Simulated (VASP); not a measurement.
Runs of VASP 6.6.1 on KCdI3. The structure is that of space group Pm-3m (No. 221), or close to it. The cells are those of the table. 

```csv
level,cell,gap on the mesh (eV),pressure (GPa)
r2SCAN,"a = 5.937 Å, 5 atoms",(a),0.1
PBE,"a = 5.937, b = 5.937, c = 5.996 Å, 5 atoms",none,0.4
PBE,"a = 5.937 Å, 5 atoms",none,0.6
r2SCAN,"a = 5.878, b = 5.878, c = 5.983 Å, 5 atoms",0.16,0.4
r2SCAN,"a = 5.967 Å, 5 atoms",0.15,-0.2
r2SCAN,"a = 5.937, b = 5.937, c = 5.996 Å, 5 atoms",0.14,(b)
PBE,"a = 5.878, b = 5.878, c = 5.983 Å, 5 atoms",none,0.9
r2SCAN,"a = 5.937 Å, angles 90.0, 90.0, 88.9°, 5 atoms",0.15,0.1
PBE,"a = 5.937 Å, angles 90.0, 90.0, 88.9°, 5 atoms",none,0.6
```

Alike in all rows: task single point; potentials or basis VASP PAW PBE potentials, release 64 (K_sv, Cd, I); no spin polarisation; k mesh 4 × 4 × 4; cutoff (eV) 520; smearing fermi-dirac 0.02 eV.

Task: Fill in the values left out.

Result: (a) 0.17; (b) -0.1.

Caveats: spin-orbit coupling is left out, which moves the levels of the heavy elements; the PAW data sets were made with another functional, which shifts forces and pressure a little (some runs).

A k mesh can miss the band edges, and the runs leave out spin-orbit coupling on Cd, I.

A gap of «none» marks levels without a gap at the run's occupations.
